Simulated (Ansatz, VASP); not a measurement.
**H in VASP and in Ansatz**

Contents of INCAR:

```
SYSTEM = H
PREC = Accurate ; ENCUT = 520
EDIFF = 1E-7 ; ISMEAR = 0
SIGMA = 0.05 ; LREAL = .False.
LASPH = .True. ; NELM = 60
ALGO = Normal ; ISIF = 2
LWAVE = .False. ; LCHARG = .False.
GGA = PS ; NBANDS = 6
```

KPOINTS

```
regular mesh
0
Gamma
  10 10 26
  0 0 0
```

The input POSCAR:

```
H
1.0
    2.4376676398      0.0000000000      0.0000000000
    0.0000000000      2.4376676398      0.0000000000
    0.0000000000      0.0000000000      0.9020534864
H
1
Direct
    0.0000000000      0.0000000000      0.5000000000
```

Input for Ansatz:

```yaml
crystal:
  lattice:
    - [2.4376676398, 0.0, 0.0]
    - [0.0, 2.4376676398, 0.0]
    - [0.0, 0.0, 0.9020534864]
  atoms:
    - { symbol: H, position: [0.0, 0.0, 0.5] }
basis:
  ecutwfc: 420
kpoints:
  mp_grid: { grid: [10, 10, 26] }
hamiltonian:
  xc: pbesol
scf:
  occupations: { method: gaussian, width: 0.05 }
output:
  forces: true
  stress: true
  eigenvalues: true
```

Change from the starting cell: strain -0.080 along x and y, -0.080 along z, atoms carried along.

Alike in both runs: task single point; functional PBEsol; k mesh 10 × 10 × 26; occupations gaussian, width 0.05 eV; no spin polarisation.

|  | VASP | Ansatz |
| --- | --- | --- |
| version | VASP 6.6.1 | Ansatz 0.2.0 |
| potentials or method | VASP PAW PBE potentials, release 64 (H), cutoff 520 eV | scalar-relativistic, plane waves, PAW |
| valence electrons in the cell | 1 | 1 |

|  | VASP | Ansatz | Ansatz less VASP |
| --- | --- | --- | --- |
| gap on the k mesh at the Fermi level (eV) | none | none | - |
| pressure (GPa) | 15.8 | 16.1 | +0.34 |
| traceless stress, the component that is largest in VASP (GPa) | 24.99 | 24.92 | -0.070 |

VASP's potentials were made for PBE, not for PBEsol. A gap of «none» marks a metal or a gap that the smearing closes.
